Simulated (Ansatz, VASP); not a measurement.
## One calculation of LiF, two programs

```
Li F
1.0
     0.00000    2.14461    2.14461
     2.14461    0.00000    2.14461
     2.14461    2.14461    0.00000
Li F
1 1
Direct
  0.00000 0.00000 0.00000
  0.25000 0.25000 0.25000
```

Alike in both runs: task single point; functional PBE-based screened hybrid with a share of 0.35 of exact exchange and HFSCREEN = 0.2078; k mesh 4 × 4 × 4; no spin polarisation.

```csv
,VASP,Ansatz
version,VASP 6.6.1,Ansatz 0.2.0
potentials or method,"VASP PAW PBE potentials, release 64 (Li_sv, F)",plane waves
plane-wave cutoff (eV),520,420
occupations,"gaussian, width 0.01 eV",fixed
valence electrons in the cell,10,10
```

VASP gave:

* gap on the k mesh at the Fermi level (eV): 10.97

Task: Estimate Ansatz's values.

Result: gap on the k mesh at the Fermi level (eV): 11.00.

VASP's potentials were made for PBE, not for PBE-based screened hybrid. Ansatz's warnings: stress exchange threshold loose, stress scf threshold loose.

The k mesh is coarse, so the values compare programs but aren't converged. Noted on VASP's run: the cutoff is under 1.25 times that of the potentials, so the pressure is a little rough.
